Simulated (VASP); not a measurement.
# GaP (F-43m) in VASP: single point with PBEsol

Aim: the single point of GaP with PBEsol.

Program: VASP 6.6.1. These are calculated values, not measurements. Logs are shortened: lines on timing, memory, paths and dates and some standing lists are left out, and cuts for length are marked.

### 1 The cell of the first run

The structure is cubic, space group F-43m (No. 216). The conventional cell has a = 5.437 Å, b = 5.437 Å, c = 5.437 Å, α = 90.00°, β = 90.00°, γ = 90.00°. Ga (site symmetry -43m) has 4 P at 2.35 Å within 3.1 Å. Within 3.1 Å of P (site symmetry -43m) lie 4 Ga at 2.35 Å.

### 2 Single point, PBEsol

INCAR

```
SYSTEM = GaP
  ALGO = Normal
  EDIFF = 1E-6
  ENCUT = 500
  GGA = PS
  GGA_COMPAT = .FALSE.
  ISIF = 2
  ISMEAR = 0
  LASPH = .TRUE.
  LCHARG = .TRUE.
  LELF = .TRUE.
  LREAL = .FALSE.
  LVHAR = .TRUE.
  LWAVE = .FALSE.
  NBANDS = 16
  NELM = 120
  PREC = Accurate
  SIGMA = 0.02
```

KPOINTS

```
k-points
0
G
  10 10 10
  0 0 0
```

POSCAR

```
GaP
1.0
    0.0000000000      2.7182977924      2.7182977924
    2.7182977924      0.0000000000      2.7182977924
    2.7182977924      2.7182977924      0.0000000000
Ga P
1 1
Direct
    0.0000000000      0.0000000000      0.0000000000
    0.2500000000      0.2500000000      0.2500000000
```

Potentials or basis: VASP PAW PBE potentials, release 64 (Ga_d, P).

Command:

```sh
$ cat potpaw_PBE.64/Ga_d/POTCAR potpaw_PBE.64/P/POTCAR > POTCAR
$ mpirun -np 1 vasp_std > vasp.out
```

OUTCAR:

```text
SYSTEM = GaP
   EDIFF = 1E-6
   ENCUT = 500
   GGA = PS
   ISIF = 2
   ISMEAR = 0
   LASPH = .TRUE.
   LREAL = .FALSE.
   NELM = 120
   PREC = Accurate

 ion  position               nearest neighbor table
   1  0.000  0.000  0.000-   2 2.35   2 2.35   2 2.35   2 2.35
   2  0.250  0.250  0.250-   1 2.35   1 2.35   1 2.35   1 2.35

  LATTYP: Found a face centered cubic cell.
 ALAT       =     5.4365955848

  Lattice vectors:

 A1 = (   0.0000000000,   2.7182977924,   2.7182977924)
 A2 = (   2.7182977924,   0.0000000000,   2.7182977924)
 A3 = (   2.7182977924,   2.7182977924,   0.0000000000)

Analysis of symmetry for initial positions (statically):
=====================================================================
 Subroutine PRICEL returns:
 Original cell was already a primitive cell.

 Routine SETGRP: Setting up the symmetry group for a
 face centered cubic supercell.

 Subroutine GETGRP returns: Found 24 space group operations
 (whereof 24 operations were pure point group operations)
 out of a pool of 48 trial point group operations.

The static configuration has the point symmetry T_d .

Analysis of symmetry for dynamics (positions and initial velocities):
=====================================================================
 Subroutine PRICEL returns:
 Original cell was already a primitive cell.

 Routine SETGRP: Setting up the symmetry group for a
 face centered cubic supercell.

 Subroutine GETGRP returns: Found 24 space group operations
 (whereof 24 operations were pure point group operations)
 out of a pool of 48 trial point group operations.

The dynamic configuration has the point symmetry T_d .

 Subroutine INISYM returns: Found 24 space group operations
 (whereof 24 operations are pure point group operations),
 and found     1 'primitive' translations

----------------------------------------------------------------------------------------

                                     Primitive cell

  volume of cell :      40.1718

  direct lattice vectors                    reciprocal lattice vectors
     0.000000000  2.718297792  2.718297792    -0.183938640  0.183938640  0.183938640
     2.718297792  0.000000000  2.718297792     0.183938640 -0.183938640  0.183938640
     2.718297792  2.718297792  0.000000000     0.183938640  0.183938640 -0.183938640

  length of vectors
     3.844253605  3.844253605  3.844253605     0.318591071  0.318591071  0.318591071

  position of ions in fractional coordinates (direct lattice)
     0.000000000  0.000000000  0.000000000
     0.250000000  0.250000000  0.250000000

  ion indices of the primitive-cell ions
   primitive index   ion index
                 1           1
                 2           2

----------------------------------------------------------------------------------------

 KPOINTS: k-points

Automatic generation of k-mesh.
 Grid dimensions read from file:
 generate k-points for:   10   10   10

 Generating k-lattice:

  Cartesian coordinates                     Fractional coordinates (reciprocal lattice)
    -0.018393864  0.018393864  0.018393864     0.100000000  0.000000000  0.000000000
     0.018393864 -0.018393864  0.018393864     0.000000000  0.100000000  0.000000000
     0.018393864  0.018393864 -0.018393864     0.000000000  0.000000000  0.100000000

  Length of vectors
     0.031859107  0.031859107  0.031859107

  Shift w.r.t. Gamma in fractional coordinates (k-lattice)
     0.000000000  0.000000000  0.000000000

 Subroutine IBZKPT returns following result:
 ===========================================

 Found     47 irreducible k-points:

 Following reciprocal coordinates:
            Coordinates               Weight
  0.000000  0.000000  0.000000      1.000000
  0.100000  0.000000  0.000000      8.000000
  0.200000  0.000000  0.000000      8.000000
  0.300000  0.000000  0.000000      8.000000
  0.400000  0.000000  0.000000      8.000000
  0.500000  0.000000  0.000000      4.000000
[... 16 lines left out ...]
  0.300000  0.300000  0.000000      6.000000
  0.400000  0.300000  0.000000     24.000000
 [... further k-points ...]
   k-points           NKPTS =     47   k-points in BZ     NKDIM =     47   number of bands    NBANDS=     16
   number of dos      NEDOS =    301   number of ions     NIONS =      2
   total plane-waves  NPLWV =  21952
   dimension x,y,z NGX =    28 NGY =   28 NGZ =   28
   dimension x,y,z NGXF=    56 NGYF=   56 NGZF=   56
   ions per type =               1   1
   NGX,Y,Z   is equivalent  to a cutoff of  12.11, 12.11, 12.11 a.u.
   NGXF,Y,Z  is equivalent  to a cutoff of  24.22, 24.22, 24.22 a.u.
 SYSTEM =  GaP
   PREC   = accura    normal or accurate (medium, high low for compatibility)
   ISTART =      0    job   : 0-new  1-cont  2-samecut
   ICHARG =      2    charge: 1-file 2-atom 10-const
   ISPIN  =      1    spin polarized calculation?
   LNONCOLLINEAR =      F non collinear calculations
   LSORBIT =      F    spin-orbit coupling
   LASPH  =      T    aspherical Exc in radial PAW
   ENCUT  =  500.0 eV  36.75 Ry    6.06 a.u.   7.01  7.01  7.01*2*pi/ulx,y,z
   NELM   =    120;   NELMIN=  2; NELMDL= -5     # of ELM steps
   EDIFF  = 0.1E-05   stopping-criterion for ELM
   LREAL  =      F    real-space projection
   EDIFFG = 0.1E-04   stopping-criterion for IOM
   NSW    =      0    number of steps for IOM
   IBRION =     -1    ionic relax: 0-MD 1-quasi-New 2-CG
   NFREE  =      0    steps in history (QN), initial steepest desc. (CG)
   ISIF   =      2    stress and relaxation
   ISYM   =      2    0-nonsym 1-usesym 2-fastsym
   POTIM  = 0.5000    time-step for ionic-motion
   TEBEG  =    0.0;   TEEND  =   0.0 temperature during run
   PSTRESS=    0.0 pullay stress
   NELECT =      18.0000    total number of electrons
   NUPDOWN=      -1.0000    fix difference up-down
   EMIN   =  10.00;   EMAX   =-10.00  energy-range for DOS
   EFERMI =   0.00;   METHOD = LEGACY
   ISMEAR =     0;   SIGMA  =   0.02  broadening in eV -4-tet -1-fermi 0-gaus
   EFERMI_NEDOS =   21; number of points for ismear=-14 and -15
   IALGO  =     38    algorithm
   IMIX   =      4    mixing-type and parameters
     AMIX     =   0.40;   BMIX     =  1.00
     AMIX_MAG =   1.60;   BMIX_MAG =  1.00
  volume/ion in A,a.u.               =      20.09       135.55
  Fermi-wavevector in a.u.,A,eV,Ry     =   1.252733  2.367323 21.352178  1.569341
  Thomas-Fermi vector in A             =   2.386620
   LORBIT       =      0    0 simple, 1 ext, 2 COOP (PROOUT), +10 PAW based schemes
   GGA     = PS    functional components
   LHFCALC =     F    Hartree Fock is set to
   AEXX    =    0.0000 exact exchange contribution
   IVDW    =     0    specifies the selected vdW correction
   LEPSILON=     F    determine dielectric tensor
   LRPA    =     F    only Hartree local field effects (RPA)
 non-spin polarized calculation
 Gauss-broadening in eV      SIGMA  =   0.02
  energy-cutoff  :      500.00
  volume of cell :       40.17
 maximum number of plane-waves:      1034
   NGX = 13   NGY = 13   NGZ = 13

 number of electron      18.0000014 magnetization

 Free energy of the ion-electron system (eV)
  ---------------------------------------------------
  ext. energy  EPLUGINS =         0.00000000
  ---------------------------------------------------
  free energy    TOTEN  =        -9.92322935 eV

  energy without entropy =       -9.92322935  energy(sigma->0) =       -9.92322935

 E-fermi :   4.8194     XC(G=0): -10.0565

 val. band max:        4.6458135398   @ k =   0.0000   0.0000   0.0000
 cond. band min:       6.1155815898   @ k =   0.4000   0.4000   0.0000
 fundamental gap:      1.4697680500
 Fermi energy:         4.8194408129

 k-point     1 :       0.0000    0.0000    0.0000
  band No.  band energies     occupation
      1      -9.9070      2.00000
      2      -9.9070      2.00000
      3      -9.9070      2.00000
      4      -9.8039      2.00000
      5      -9.8039      2.00000
      6      -7.9362      2.00000
[... 8 lines left out ...]
     15      14.4291      0.00000
     16      14.4291      0.00000

 k-point     2 :       0.1000    0.0000    0.0000
  band No.  band energies     occupation
      1      -9.9165      2.00000
      2      -9.9038      2.00000
      3      -9.9038      2.00000
      4      -9.8039      2.00000
      5      -9.8039      2.00000
      6      -7.8038      2.00000
[... 8 lines left out ...]
     15      13.9299      0.00000
     16      13.9299      0.00000

 k-point     3 :       0.2000    0.0000    0.0000
  band No.  band energies     occupation
      1      -9.9397      2.00000
      2      -9.8960      2.00000
      3      -9.8960      2.00000
      4      -9.8035      2.00000
      5      -9.8035      2.00000
      6      -7.4201      2.00000
[... 8 lines left out ...]
     15      13.4893      0.00000
     16      14.5680      0.00000

 k-point     4 :       0.3000    0.0000    0.0000
  band No.  band energies     occupation
      1      -9.9657      2.00000
      2      -9.8880      2.00000
      3      -9.8880      2.00000
      4      -9.8013      2.00000
      5      -9.8013      2.00000
      6      -6.8316      2.00000
[... 8 lines left out ...]
     15      13.9061      0.00000
     16      14.1935      0.00000
[... 324 lines left out ...]
 k-point    22 :      -0.2000    0.2000    0.0000
  band No.  band energies     occupation
      1      -9.9714      2.00000
      2      -9.8826      2.00000
      3      -9.8818      2.00000
      4      -9.8076      2.00000
      5      -9.7996      2.00000
      6      -6.6311      2.00000
[... 8 lines left out ...]
     15      15.9071      0.00000
     16      16.6458      0.00000

 k-point    23 :       0.3000    0.3000    0.0000
  band No.  band energies     occupation
      1      -9.9941      2.00000
      2      -9.8635      2.00000
      3      -9.8635      2.00000
      4      -9.8271      2.00000
      5      -9.7891      2.00000
      6      -6.4518      2.00000
[... 8 lines left out ...]
     15      15.7816      0.00000
     16      18.3286      0.00000

 k-point    24 :       0.4000    0.3000    0.0000
  band No.  band energies     occupation
      1     -10.0065      2.00000
      2      -9.8576      2.00000
      3      -9.8553      2.00000
      4      -9.8299      2.00000
      5      -9.7869      2.00000
      6      -5.9202      2.00000
[... 8 lines left out ...]
     15      16.4474      0.00000
     16      18.3597      0.00000

 [... further k-points ...]
[... 5 lines left out ...]
  --------------------------------------------------------------------------------------
  -------------------------------------------------------------------------------------
  Total       -0.0022326     -0.0022326     -0.0022326      0.0000000      0.0000000     -0.0000000
  in kB       -0.0890451     -0.0890451     -0.0890451      0.0000000      0.0000000     -0.0000000
  external PRESSURE =      -0.0890451 kB  Pullay stress =       0.0000000 kB

 VOLUME and BASIS-vectors are now :
 -----------------------------------------------------------------------------
  energy-cutoff  :      500.00
  volume of cell :       40.17
      direct lattice vectors                 reciprocal lattice vectors
     0.000000000  2.718297792  2.718297792    -0.183938640  0.183938640  0.183938640
     2.718297792  0.000000000  2.718297792     0.183938640 -0.183938640  0.183938640
     2.718297792  2.718297792  0.000000000     0.183938640  0.183938640 -0.183938640

 POSITION                                       TOTAL-FORCE (eV/Angst)
 -----------------------------------------------------------------------------------
      0.00000      0.00000      0.00000        -0.000000      0.000000     -0.000000
      1.35915      1.35915      1.35915         0.000000     -0.000000      0.000000
 -----------------------------------------------------------------------------------
    total drift:                                0.000001      0.000001      0.000001

  FREE ENERGIE OF THE ION-ELECTRON SYSTEM (eV)
  ---------------------------------------------------
  free  energy   TOTEN  =        -9.9232293470 eV

  energy  without entropy=       -9.9232293470  energy(sigma->0) =       -9.92322935
```

Run time: 11 s. Hardware: 1 thread of Intel Xeon 6975P-C (Granite Rapids), shared host; peak memory 0.17 GiB.

Results:

```
Free energy            : -9.9232 eV
Pressure               : 0.0 GPa
Band gap on the k mesh : 1.47 eV (least direct gap 1.81 eV)
```

Caveat: the PAW data sets were made with another functional, which shifts forces and pressure a little.
